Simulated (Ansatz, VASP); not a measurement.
**AlN in VASP and in Ansatz**

Contents of INCAR:

```
PREC = Accurate ; ENCUT = 520
EDIFF = 1E-7 ; ISMEAR = 0
SIGMA = 0.01 ; LREAL = F
LASPH = T ; NELM = 60
ALGO = Normal ; ISIF = 2
LWAVE = F ; LCHARG = F
GGA = PE ; NBANDS = 11
```

The input KPOINTS:

```
regular mesh
0
Gamma
  6 6 6
```

POSCAR

```
AlN
1.0
    0.0025327204      2.1792361824      2.1794447160
    2.1770320988     -0.0987000000      2.2806802350
    2.1746190096      2.2782160510     -0.0964539135
Al N
1 1
Direct
   -0.0008297902     -0.0233446211     -0.0090145689
    0.7463725661      0.7409795088      0.7499938206
```

Input for Ansatz:

```yaml
crystal:
  lattice:
    - [0.0025327204094182923, 2.1792361824097277, 2.1794447159714756]
    - [2.1770320987832275, -0.0986999999841315, 2.280680235024883]
    - [2.174619009577307, 2.27821605102454, -0.09645391350572351]
  atoms:
    - { symbol: Al, position: [-0.0008297902460682498, -0.023344621125172372, -0.00901456889332058] }
    - { symbol: "N", position: [0.7463725661453978, 0.7409795088134972, 0.7499938206091553] }
basis:
  ecutwfc: 450.0
kpoints:
  mp_grid:
    grid: [6, 6, 6]
hamiltonian:
  xc: pbe
scf:
  occupations:
    method: fixed
output:
  forces: true
  stress: true
```

Alike in both runs: task single point; functional PBE; k mesh 6 × 6 × 6; no spin polarisation.

|  | VASP | Ansatz |
| --- | --- | --- |
| version | VASP 6.6.1 | Ansatz 0.2.0 |
| potentials or method | VASP PAW PBE potentials, release 64 (Al, N), cutoff 520 eV | plane waves, PAW |
| occupations | gaussian, width 0.01 eV | fixed |
| valence electrons in the cell | 8 | 8 |

|  | VASP | Ansatz | Ansatz less VASP |
| --- | --- | --- | --- |
| pressure (GPa) | -6.7 | -6.5 | +0.23 |
| traceless stress, the component that is largest in VASP (GPa) | 17.51 | 17.42 | -0.097 |
| rms of the force components (eV/Å) | 0.696 | 0.695 | -0.0012 |

Atom by atom the forces differ by 0.001 eV/Å (rms over components).
